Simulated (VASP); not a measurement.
# Si (I4_1/amd) in VASP: notebook, part 2 of 2

VASP 6.6.1. The steps go on from the part before.

## 5. Single point, LDA (strain +0.000 along x and y, -0.015 along z)

INCAR reads:

```
PREC = Accurate
ENCUT = 520
EDIFF = 1E-7
ISMEAR = 0
SIGMA = 0.15
LREAL = False
LASPH = True
NELM = 60
ALGO = Normal
ISIF = 2
LWAVE = False
LCHARG = True
LELF = True
LVHAR = True
NBANDS = 11
```

KPOINTS reads:

```
regular mesh
0
Gamma
  20 20 20
```

POSCAR reads:

```
Si
1.0
   -2.3713723045      2.3713723045      1.3093264091
    2.3713723045     -2.3713723045      1.3093264091
    2.3713723045      2.3713723045     -1.3093264091
Si
2
Direct
    0.2500000000      0.7500000000      0.5000000000
    0.5000000000      0.5000000000      0.0000000000
```

Potentials or basis: VASP PAW LDA potentials, release 64 (Si).

Launch:

```
$ cat potpaw_LDA.64/Si/POTCAR > POTCAR
$ mpirun -np 1 vasp_std > vasp.out
```

OUTCAR:

```text
PREC = Accurate
   ENCUT = 520
   EDIFF = 1E-7
   ISMEAR = 0
   LREAL = False
   LASPH = True
   NELM = 60
   ISIF = 2

 ion  position               nearest neighbor table
   1  0.250  0.750  0.500-   2 2.46   2 2.46   2 2.46   2 2.46   2 3.08   2 3.08   2 3.08   2 3.08

   2  0.500  0.500  0.000-   1 2.46   1 2.46   1 2.46   1 2.46   1 3.08   1 3.08   1 3.08   1 3.08

  LATTYP: Found a body centered tetragonal cell.
 ALAT       =     4.7427446090
 C/A-ratio  =     0.5521386948

  Lattice vectors:

 A1 = (  -2.3713723045,   2.3713723045,   1.3093264091)
 A2 = (   2.3713723045,  -2.3713723045,   1.3093264091)
 A3 = (   2.3713723045,   2.3713723045,  -1.3093264091)

Analysis of symmetry for initial positions (statically):
=====================================================================
 Subroutine PRICEL returns:
 Original cell was already a primitive cell.

 Routine SETGRP: Setting up the symmetry group for a
 body centered tetragonal supercell.

 Subroutine GETGRP returns: Found 16 space group operations
 (whereof  8 operations were pure point group operations)
 out of a pool of 16 trial point group operations.

The static configuration has the point symmetry D_2d.
 The point group associated with its full space group is D_4h.

Analysis of symmetry for dynamics (positions and initial velocities):
=====================================================================
 Subroutine PRICEL returns:
 Original cell was already a primitive cell.

 Routine SETGRP: Setting up the symmetry group for a
 body centered tetragonal supercell.

 Subroutine GETGRP returns: Found 16 space group operations
 (whereof  8 operations were pure point group operations)
 out of a pool of 16 trial point group operations.

The dynamic configuration has the point symmetry D_2d.
 The point group associated with its full space group is D_4h.

 Subroutine INISYM returns: Found 16 space group operations
 (whereof  8 operations are pure point group operations),
 and found     1 'primitive' translations

----------------------------------------------------------------------------------------

                                     Primitive cell

  volume of cell :      29.4515

  direct lattice vectors                    reciprocal lattice vectors
    -2.371372304  2.371372304  1.309326409     0.000000000  0.210848376  0.381875747
     2.371372304 -2.371372304  1.309326409     0.210848376  0.000000000  0.381875747
     2.371372304  2.371372304 -1.309326409     0.210848376  0.210848376  0.000000000

  length of vectors
     3.600159560  3.600159560  3.600159560     0.436217977  0.436217977  0.298184633

  position of ions in fractional coordinates (direct lattice)
     0.250000000  0.750000000  0.500000000
     0.500000000  0.500000000  0.000000000

  ion indices of the primitive-cell ions
   primitive index   ion index
                 1           1
                 2           2

----------------------------------------------------------------------------------------

 KPOINTS: regular mesh

Automatic generation of k-mesh.
 Grid dimensions read from file:
 generate k-points for:   20   20   20

 Generating k-lattice:

[... 23 lines left out ...]
  0.250000  0.000000 -0.000000      8.000000
[... 16 lines left out ...]
 -0.400000  0.050000  0.000000     16.000000
 -0.350000  0.050000  0.000000     16.000000
 [... further k-points ...]
   k-points           NKPTS =    641   k-points in BZ     NKDIM =    641   number of bands    NBANDS=     11
   number of dos      NEDOS =    301   number of ions     NIONS =      2
   total plane-waves  NPLWV =  21952
   dimension x,y,z NGX =    28 NGY =   28 NGZ =   28
   dimension x,y,z NGXF=    56 NGYF=   56 NGZF=   56
   ions per type =               2
   NGX,Y,Z   is equivalent  to a cutoff of  12.93, 12.93, 12.93 a.u.
   NGXF,Y,Z  is equivalent  to a cutoff of  25.86, 25.86, 25.86 a.u.
 SYSTEM =  unknown system
   PREC   = accura    normal or accurate (medium, high low for compatibility)
   ISTART =      0    job   : 0-new  1-cont  2-samecut
   ICHARG =      2    charge: 1-file 2-atom 10-const
   ISPIN  =      1    spin polarized calculation?
   LNONCOLLINEAR =      F non collinear calculations
   LSORBIT =      F    spin-orbit coupling
   LASPH  =      T    aspherical Exc in radial PAW
   ENCUT  =  520.0 eV  38.22 Ry    6.18 a.u.   6.69  6.69  6.69*2*pi/ulx,y,z
   NELM   =     60;   NELMIN=  2; NELMDL= -5     # of ELM steps
   EDIFF  = 0.1E-06   stopping-criterion for ELM
   LREAL  =      F    real-space projection
   EDIFFG = 0.1E-05   stopping-criterion for IOM
   NSW    =      0    number of steps for IOM
   IBRION =     -1    ionic relax: 0-MD 1-quasi-New 2-CG
   NFREE  =      0    steps in history (QN), initial steepest desc. (CG)
   ISIF   =      2    stress and relaxation
   ISYM   =      2    0-nonsym 1-usesym 2-fastsym
   POTIM  = 0.5000    time-step for ionic-motion
   TEBEG  =    0.0;   TEEND  =   0.0 temperature during run
   PSTRESS=    0.0 pullay stress
   NELECT =       8.0000    total number of electrons
   NUPDOWN=      -1.0000    fix difference up-down
   EMIN   =  10.00;   EMAX   =-10.00  energy-range for DOS
   EFERMI =   0.00;   METHOD = LEGACY
   ISMEAR =     0;   SIGMA  =   0.15  broadening in eV -4-tet -1-fermi 0-gaus
   EFERMI_NEDOS =   21; number of points for ismear=-14 and -15
   IALGO  =     38    algorithm
   IMIX   =      4    mixing-type and parameters
     AMIX     =   0.40;   BMIX     =  1.00
     AMIX_MAG =   1.60;   BMIX_MAG =  1.00
  volume/ion in A,a.u.               =      14.73        99.37
  Fermi-wavevector in a.u.,A,eV,Ry     =   1.060236  2.003555 15.294301  1.124099
  Thomas-Fermi vector in A             =   2.195609
   LORBIT       =      0    0 simple, 1 ext, 2 COOP (PROOUT), +10 PAW based schemes
   GGA     = CA    functional components
   LHFCALC =     F    Hartree Fock is set to
   AEXX    =    0.0000 exact exchange contribution
   IVDW    =     0    specifies the selected vdW correction
   LEPSILON=     F    determine dielectric tensor
   LRPA    =     F    only Hartree local field effects (RPA)
 non-spin polarized calculation
 Gauss-broadening in eV      SIGMA  =   0.15
  energy-cutoff  :      520.00
  volume of cell :       29.45
 maximum number of plane-waves:       809
   NGX = 13   NGY = 13   NGZ = 13

 number of electron       8.0000000 magnetization

 Free energy of the ion-electron system (eV)
  ---------------------------------------------------
  ext. energy  EPLUGINS =         0.00000000
  ---------------------------------------------------
  free energy    TOTEN  =       -11.50616764 eV

  energy without entropy =      -11.49839481  energy(sigma->0) =      -11.50228123

 E-fermi :   9.5562     XC(G=0): -11.1265

 val. band max:        9.5508249638   @ k =   0.4500   0.4500   0.0000
 cond. band min:       9.5605809113   @ k =  -0.3000   0.3500   0.1500
 fundamental gap:      0.0097559475
 Fermi energy:         9.5561915242

 k-point     1 :       0.0000    0.0000    0.0000
  band No.  band energies     occupation
      1      -4.4388      2.00000
      2       7.0131      2.00000
      3       7.0131      2.00000
      4       7.6020      2.00000
      5      11.0270      0.00000
      6      17.2142      0.00000
      7      18.6148      0.00000
      8      18.6148      0.00000
      9      19.0111      0.00000
     10      19.8035      0.00000
     11      20.3416      0.00000
[... 309 lines left out ...]
 k-point    24 :      -0.3500    0.0500    0.0000
  band No.  band energies     occupation
      1      -1.7763      2.00000
      2       5.3006      2.00000
      3       6.8699      2.00000
      4       8.1523      2.00000
      5      11.2105      0.00000
      6      13.4146      0.00000
      7      13.9063      0.00000
      8      14.6129      0.00000
      9      16.7904      0.00000
     10      17.2919      0.00000
     11      21.4791      0.00000

 [... further k-points ...]

------------------------ aborting loop because EDIFF is reached ----------------------------------------

  FORCE on cell =-STRESS in cart. coord.  units (eV):
  Direction    XX          YY          ZZ          XY          YZ          ZX
  --------------------------------------------------------------------------------------
  -------------------------------------------------------------------------------------
  Total        0.1762237      0.1762237      0.1001123      0.0000000      0.0000000      0.0000000
  in kB        9.5866612      9.5866612      5.4461602      0.0000000      0.0000000      0.0000000
  external PRESSURE =       8.2064942 kB  Pullay stress =       0.0000000 kB

 VOLUME and BASIS-vectors are now :
 -----------------------------------------------------------------------------
  energy-cutoff  :      520.00
  volume of cell :       29.45
      direct lattice vectors                 reciprocal lattice vectors
    -2.371372304  2.371372304  1.309326409     0.000000000  0.210848376  0.381875747
     2.371372304 -2.371372304  1.309326409     0.210848376  0.000000000  0.381875747
     2.371372304  2.371372304 -1.309326409     0.210848376  0.210848376  0.000000000

 POSITION                                       TOTAL-FORCE (eV/Angst)
 -----------------------------------------------------------------------------------
      2.37137     -0.00000      0.65466         0.000000     -0.000000     -0.000000
      0.00000      0.00000      1.30933        -0.000000      0.000000      0.000000
 -----------------------------------------------------------------------------------
    total drift:                                0.000000      0.000000      0.000000

  FREE ENERGIE OF THE ION-ELECTRON SYSTEM (eV)
  ---------------------------------------------------
  free  energy   TOTEN  =       -11.5061676432 eV

  energy  without entropy=      -11.4983948129  energy(sigma->0) =      -11.50228123
```

stdout:

```text
POSCAR found type information on POSCAR Si
 POSCAR found :  1 types and       2 ions
 scaLAPACK will be used
 LDA part: xc-table for (Slater(with rela. corr.)+CA(PZ))
 , standard interpolation
 POSCAR, INCAR and KPOINTS ok, starting setup
 FFT: planning ... GRIDC
 FFT: planning ... GRID_SOFT
 FFT: planning ... GRID
 WAVECAR not read
 entering main loop
```

Wall time 2.7 min (1 thread of Intel Xeon 6975P-C (Granite Rapids), shared host); peak memory 0.26 GiB.

Results:

| Item | Value |
| --- | --- |
| Free energy | -11.5062 eV |
| Pressure | 0.8 GPa |
| Band gap on the k mesh | zero (bands 4 and 5 overlap by 6.67 eV) |

Levels at points of the mesh, in eV from the Fermi level:
```csv
k point,band 1,band 2,band 3,band 4,band 5,band 6,band 7,band 8,band 9
"(0.00, 0.00, 0.00)",-13.99,-2.54,-2.54,-1.95,1.47,7.66,9.06,9.06,9.45
"(0.50, 0.00, 0.00)",-7.67,-6.90,-2.17,-1.76,-1.48,1.05,4.58,5.53,9.14
"(0.50, 0.50, 0.00)",-10.84,-10.84,0.32,0.32,2.59,2.59,8.49,8.49,9.64
"(0.50, 0.50, 0.50)",-8.38,-8.38,-6.95,-6.95,5.88,5.88,13.18,13.18,13.99
```

Caveat: the cell differs from its parent crystal (strain +0.000 along x and y, -0.015 along z).

## 6. Summary

| cell | gap on the mesh (eV) | pressure (GPa) |
| --- | --- | --- |
| a = 3.529 Å, angles 98.7, 98.7, 134.3°, 2 atoms | none | 4.6 |
| a = 3.593 Å, angles 97.4, 97.4, 137.9°, 2 atoms | none | 2.6 |
| a = 3.561 Å, angles 98.0, 98.0, 136.2°, 2 atoms | none | 3.2 |
| a = 3.600 Å, angles 97.6, 97.6, 137.3°, 2 atoms | none | 0.8 |

Alike in all rows: task single point; level LDA; potentials or basis VASP PAW LDA potentials, release 64 (Si); no spin polarisation; k mesh 20 × 20 × 20; cutoff (eV) 520; smearing gaussian 0.15 eV.

Caveats: the cell stands under pressure (at least some runs).

Total energies depend on the potentials used, so only differences within one code and one set of settings carry meaning.
